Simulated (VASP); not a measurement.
# PbSe (Fm-3m) in VASP: a series of runs

Runs on PbSe. Level: LDA. Tasks: single point.

Everything below comes from runs of VASP 6.6.1. Logs are shortened: lines on timing, memory, paths and dates and some standing lists are left out, and cuts for length are marked.

## 1. The cell of the first run

Symmetry: Fm-3m, No. 225, cubic system. Conventional cell: a = 6.009 Å, b = 6.009 Å, c = 6.009 Å, α = 90.00°, β = 90.00°, γ = 90.00°. Pb (site symmetry m-3m) has 6 Se at 3.00 Å within 4.0 Å. Within 4.0 Å of Se (site symmetry m-3m) lie 6 Pb at 3.00 Å.

## 2. Single point, LDA

The input, INCAR:

```
SYSTEM = PbSe
ALGO = Normal ; EDIFF = 1E-6
ENCUT = 520 ; ISIF = 2
ISMEAR = -1 ; LASPH = .True.
LCHARG = .False. ; LREAL = .False.
LWAVE = .False. ; NBANDS = 17
NELM = 80 ; PREC = Accurate
SIGMA = 0.05
```

The input, KPOINTS:

```
k-points
0
Gamma
  14 14 14
  0 0 0
```

The input, POSCAR:

```
PbSe
1.0
    0.0000000000      3.0045147829      3.0045147829
    3.0045147829      0.0000000000      3.0045147829
    3.0045147829      3.0045147829      0.0000000000
Pb Se
1 1
Direct
    0.0000000000      0.0000000000      0.0000000000
    0.5000000000      0.5000000000      0.5000000000
```

Potentials or basis: VASP PAW LDA potentials, release 64 (Pb_d, Se).

Started as:

```bash
$ cat potpaw_LDA.64/Pb_d/POTCAR potpaw_LDA.64/Se/POTCAR > POTCAR
$ mpirun -np 1 vasp_std > vasp.out
```

OUTCAR:

```text
SYSTEM = PbSe
   EDIFF = 1E-6
   ENCUT = 520
   ISIF = 2
   ISMEAR = -1
   LASPH = .True.
   LREAL = .False.
   NELM = 80
   PREC = Accurate

 ion  position               nearest neighbor table
   1  0.000  0.000  0.000-   2 3.00   2 3.00   2 3.00   2 3.00   2 3.00   2 3.00
   2  0.500  0.500  0.500-   1 3.00   1 3.00   1 3.00   1 3.00   1 3.00   1 3.00

  LATTYP: Found a face centered cubic cell.
 ALAT       =     6.0090295658

  Lattice vectors:

 A1 = (   0.0000000000,   3.0045147829,   3.0045147829)
 A2 = (   3.0045147829,   0.0000000000,   3.0045147829)
 A3 = (   3.0045147829,   3.0045147829,   0.0000000000)

Analysis of symmetry for initial positions (statically):
=====================================================================
 Subroutine PRICEL returns:
 Original cell was already a primitive cell.

 Routine SETGRP: Setting up the symmetry group for a
 face centered cubic supercell.

 Subroutine GETGRP returns: Found 48 space group operations
 (whereof 48 operations were pure point group operations)
 out of a pool of 48 trial point group operations.

The static configuration has the point symmetry O_h .

Analysis of symmetry for dynamics (positions and initial velocities):
=====================================================================
 Subroutine PRICEL returns:
 Original cell was already a primitive cell.

 Routine SETGRP: Setting up the symmetry group for a
 face centered cubic supercell.

 Subroutine GETGRP returns: Found 48 space group operations
 (whereof 48 operations were pure point group operations)
 out of a pool of 48 trial point group operations.

The dynamic configuration has the point symmetry O_h .

 Subroutine INISYM returns: Found 48 space group operations
 (whereof 48 operations are pure point group operations),
 and found     1 'primitive' translations

----------------------------------------------------------------------------------------

                                     Primitive cell

  volume of cell :      54.2442

  direct lattice vectors                    reciprocal lattice vectors
     0.000000000  3.004514783  3.004514783    -0.166416222  0.166416222  0.166416222
     3.004514783  0.000000000  3.004514783     0.166416222 -0.166416222  0.166416222
     3.004514783  3.004514783  0.000000000     0.166416222  0.166416222 -0.166416222

  length of vectors
     4.249025554  4.249025554  4.249025554     0.288241352  0.288241352  0.288241352

  position of ions in fractional coordinates (direct lattice)
     0.000000000  0.000000000  0.000000000
     0.500000000  0.500000000  0.500000000

  ion indices of the primitive-cell ions
   primitive index   ion index
                 1           1
                 2           2

----------------------------------------------------------------------------------------

 KPOINTS: k-points

Automatic generation of k-mesh.
 Grid dimensions read from file:
 generate k-points for:   14   14   14

 Generating k-lattice:

  Cartesian coordinates                     Fractional coordinates (reciprocal lattice)
    -0.011886873  0.011886873  0.011886873     0.071428571  0.000000000  0.000000000
     0.011886873 -0.011886873  0.011886873     0.000000000  0.071428571  0.000000000
     0.011886873  0.011886873 -0.011886873     0.000000000  0.000000000  0.071428571

  Length of vectors
     0.020588668  0.020588668  0.020588668

  Shift w.r.t. Gamma in fractional coordinates (k-lattice)
     0.000000000  0.000000000  0.000000000

 Subroutine IBZKPT returns following result:
 ===========================================

 Found    104 irreducible k-points:

 Following reciprocal coordinates:
            Coordinates               Weight
  0.000000  0.000000  0.000000      1.000000
  0.071429  0.000000  0.000000      8.000000
  0.142857  0.000000  0.000000      8.000000
  0.214286  0.000000  0.000000      8.000000
  0.285714  0.000000  0.000000      8.000000
  0.357143  0.000000  0.000000      8.000000
[... 16 lines left out ...]
  0.214286  0.142857  0.000000     24.000000
  0.285714  0.142857  0.000000     24.000000
 [... further k-points ...]
   k-points           NKPTS =    104   k-points in BZ     NKDIM =    104   number of bands    NBANDS=     17
   number of dos      NEDOS =    301   number of ions     NIONS =      2
   total plane-waves  NPLWV =  32768
   dimension x,y,z NGX =    32 NGY =   32 NGZ =   32
   dimension x,y,z NGXF=    64 NGYF=   64 NGZF=   64
   ions per type =               1   1
   NGX,Y,Z   is equivalent  to a cutoff of  12.52, 12.52, 12.52 a.u.
   NGXF,Y,Z  is equivalent  to a cutoff of  25.04, 25.04, 25.04 a.u.
 SYSTEM =  PbSe
   PREC   = accura    normal or accurate (medium, high low for compatibility)
   ISTART =      0    job   : 0-new  1-cont  2-samecut
   ICHARG =      2    charge: 1-file 2-atom 10-const
   ISPIN  =      1    spin polarized calculation?
   LNONCOLLINEAR =      F non collinear calculations
   LSORBIT =      F    spin-orbit coupling
   LASPH  =      T    aspherical Exc in radial PAW
   ENCUT  =  520.0 eV  38.22 Ry    6.18 a.u.   7.90  7.90  7.90*2*pi/ulx,y,z
   NELM   =     80;   NELMIN=  2; NELMDL= -5     # of ELM steps
   EDIFF  = 0.1E-05   stopping-criterion for ELM
   LREAL  =      F    real-space projection
   EDIFFG = 0.1E-04   stopping-criterion for IOM
   NSW    =      0    number of steps for IOM
   IBRION =     -1    ionic relax: 0-MD 1-quasi-New 2-CG
   NFREE  =      0    steps in history (QN), initial steepest desc. (CG)
   ISIF   =      2    stress and relaxation
   ISYM   =      2    0-nonsym 1-usesym 2-fastsym
   POTIM  = 0.5000    time-step for ionic-motion
   TEBEG  =    0.0;   TEEND  =   0.0 temperature during run
   PSTRESS=    0.0 pullay stress
   NELECT =      20.0000    total number of electrons
   NUPDOWN=      -1.0000    fix difference up-down
   EMIN   =  10.00;   EMAX   =-10.00  energy-range for DOS
   EFERMI =   0.00;   METHOD = LEGACY
   ISMEAR =    -1;   SIGMA  =   0.05  broadening in eV -4-tet -1-fermi 0-gaus
   EFERMI_NEDOS =   21; number of points for ismear=-14 and -15
   IALGO  =     38    algorithm
   IMIX   =      4    mixing-type and parameters
     AMIX     =   0.40;   BMIX     =  1.00
     AMIX_MAG =   1.60;   BMIX_MAG =  1.00
  volume/ion in A,a.u.               =      27.12       183.03
  Fermi-wavevector in a.u.,A,eV,Ry     =   1.173907  2.218363 18.749623  1.378058
  Thomas-Fermi vector in A             =   2.310313
   LORBIT       =      0    0 simple, 1 ext, 2 COOP (PROOUT), +10 PAW based schemes
   GGA     = CA    functional components
   LHFCALC =     F    Hartree Fock is set to
   AEXX    =    0.0000 exact exchange contribution
   IVDW    =     0    specifies the selected vdW correction
   LEPSILON=     F    determine dielectric tensor
   LRPA    =     F    only Hartree local field effects (RPA)
 non-spin polarized calculation
  energy-cutoff  :      520.00
  volume of cell :       54.24
 maximum number of plane-waves:      1476
   NGX = 15   NGY = 15   NGZ = 15

 number of electron      20.0000004 magnetization

 Free energy of the ion-electron system (eV)
  ---------------------------------------------------
  ext. energy  EPLUGINS =         0.00000000
  ---------------------------------------------------
  free energy    TOTEN  =        -9.45316026 eV

  energy without entropy =       -9.45294285  energy(sigma->0) =       -9.45305156

 E-fermi :   5.6662     XC(G=0): -10.0967

 val. band max:        5.6491960104   @ k =   0.5000   0.0000   0.0000
 cond. band min:       5.6835046880   @ k =   0.5000   0.0000   0.0000
 fundamental gap:      0.0343086776
 Fermi energy:         5.6662131523

 k-point     1 :       0.0000    0.0000    0.0000
  band No.  band energies     occupation
      1     -11.2623      2.00000
      2     -11.2623      2.00000
      3     -11.2572      2.00000
      4     -11.2572      2.00000
      5     -11.2572      2.00000
      6      -8.4755      2.00000
[... 9 lines left out ...]
     16      11.9824      0.00000
     17      13.4703      0.00000

 k-point     2 :       0.0714    0.0000    0.0000
  band No.  band energies     occupation
      1     -11.2635      2.00000
      2     -11.2635      2.00000
      3     -11.2570      2.00000
      4     -11.2555      2.00000
      5     -11.2555      2.00000
      6      -8.4322      2.00000
[... 9 lines left out ...]
     16      12.1136      0.00000
     17      14.0081      0.00000

 k-point     3 :       0.1429    0.0000    0.0000
  band No.  band energies     occupation
      1     -11.2677      2.00000
      2     -11.2677      2.00000
      3     -11.2565      2.00000
      4     -11.2500      2.00000
      5     -11.2500      2.00000
      6      -8.3050      2.00000
[... 9 lines left out ...]
     16      12.4435      0.00000
     17      15.0762      0.00000

 k-point     4 :       0.2143    0.0000    0.0000
  band No.  band energies     occupation
      1     -11.2740      2.00000
      2     -11.2740      2.00000
      3     -11.2559      2.00000
      4     -11.2416      2.00000
      5     -11.2416      2.00000
      6      -8.1034      2.00000
[... 9 lines left out ...]
     16      12.9350      0.00000
     17      16.3038      0.00000
[... 343 lines left out ...]
      1     -11.2810      2.00000
      2     -11.2617      2.00000
      3     -11.2577      2.00000
      4     -11.2470      2.00000
      5     -11.2470      2.00000
      6      -8.2432      2.00000
[... 9 lines left out ...]
     16      13.3272      0.00000
     17      14.6477      0.00000

 k-point    23 :       0.2143    0.1429    0.0000
  band No.  band energies     occupation
      1     -11.2923      2.00000
      2     -11.2627      2.00000
      3     -11.2587      2.00000
      4     -11.2418      2.00000
      5     -11.2395      2.00000
      6      -8.0892      2.00000
[... 9 lines left out ...]
     16      13.8522      0.00000
     17      15.2362      0.00000

 k-point    24 :       0.2857    0.1429    0.0000
  band No.  band energies     occupation
      1     -11.3035      2.00000
      2     -11.2635      2.00000
      3     -11.2615      2.00000
      4     -11.2365      2.00000
      5     -11.2299      2.00000
      6      -7.8694      2.00000
[... 9 lines left out ...]
     16      14.4191      0.00000
     17      16.2650      0.00000

 [... further k-points ...]

------------------------ aborting loop because EDIFF is reached ----------------------------------------

  FORCE on cell =-STRESS in cart. coord.  units (eV):
  Direction    XX          YY          ZZ          XY          YZ          ZX
  --------------------------------------------------------------------------------------
  -------------------------------------------------------------------------------------
  Total        0.3746635      0.3746635      0.3746635      0.0000000     -0.0000000      0.0000000
  in kB       11.0662105     11.0662105     11.0662105      0.0000000     -0.0000000      0.0000000
  external PRESSURE =      11.0662105 kB  Pullay stress =       0.0000000 kB

 VOLUME and BASIS-vectors are now :
 -----------------------------------------------------------------------------
  energy-cutoff  :      520.00
  volume of cell :       54.24
      direct lattice vectors                 reciprocal lattice vectors
     0.000000000  3.004514783  3.004514783    -0.166416222  0.166416222  0.166416222
     3.004514783  0.000000000  3.004514783     0.166416222 -0.166416222  0.166416222
     3.004514783  3.004514783  0.000000000     0.166416222  0.166416222 -0.166416222

 POSITION                                       TOTAL-FORCE (eV/Angst)
 -----------------------------------------------------------------------------------
      0.00000      0.00000      0.00000         0.000000     -0.000000     -0.000000
      3.00451      3.00451      3.00451        -0.000000      0.000000      0.000000
 -----------------------------------------------------------------------------------
    total drift:                                0.000000     -0.000000     -0.000000

  FREE ENERGIE OF THE ION-ELECTRON SYSTEM (eV)
  ---------------------------------------------------
  free  energy   TOTEN  =        -9.4531602644 eV

  energy  without entropy=       -9.4529428525  energy(sigma->0) =       -9.45305156
```

Run time: 23 s. Hardware: 1 thread of Intel Xeon 6975P-C (Granite Rapids), shared host; peak memory 0.22 GiB.

Results:

- Free energy: -9.4532 eV
- Pressure: 1.1 GPa
- Band gap on the k mesh: 0.03 eV, direct

Caveat: spin-orbit coupling is left out, which moves the levels of the heavy elements.

## 3. Single point, LDA

This run uses another cell than the first one, of 27.57 Å³/atom, 1.016 times its volume.

The input, INCAR:

```
ALGO = Normal
EDIFF = 1E-6
ENCUT = 520
ISIF = 2
ISMEAR = -1
LASPH = True
LCHARG = False
LREAL = False
LWAVE = False
NBANDS = 17
NELM = 60
PREC = Accurate
SIGMA = 0.05
```

The input, KPOINTS:

```
k-points
0
Gamma
  14 14 14
```

The input, POSCAR:

```
PbSe
1.0
    0.0000000000      3.0209121864      3.0209121864
    3.0209121864      0.0000000000      3.0209121864
    3.0209121864      3.0209121864      0.0000000000
Pb Se
1 1
Direct
    0.0000000000      0.0000000000      0.0000000000
    0.5000000000      0.5000000000      0.5000000000
```

Potentials or basis: VASP PAW LDA potentials, release 64 (Pb_d, Se).

Started as:

```bash
$ cat potpaw_LDA.64/Pb_d/POTCAR potpaw_LDA.64/Se/POTCAR > POTCAR
$ mpirun -np 1 vasp_std > vasp.out
```

Run time: 23 s. Hardware: 1 thread of Intel Xeon 6975P-C (Granite Rapids), shared host; peak memory 0.23 GiB.

It converged, with:

- Free energy: -9.4568 eV
- Pressure: 0.1 GPa
- Band gap on the k mesh: 0.03 eV, direct

Levels at points of the mesh, in eV from the valence-band top:
| k point | band 8 | band 9 | band 10 | band 11 | band 12 | band 13 |
| --- | --- | --- | --- | --- | --- | --- |
| (0.00, 0.00, 0.00) | -2.09 | -2.09 | -2.09 | 4.65 | 4.65 | 4.65 |
| (0.50, 0.00, 0.00) | -1.63 | -1.63 | 0.00 | 0.03 | 1.48 | 1.48 |
| (0.50, 0.50, 0.00) | -5.39 | -3.53 | -3.53 | 3.41 | 5.62 | 5.62 |

Caveat: spin-orbit coupling is left out, which moves the levels of the heavy elements. A k mesh can miss the band edges.
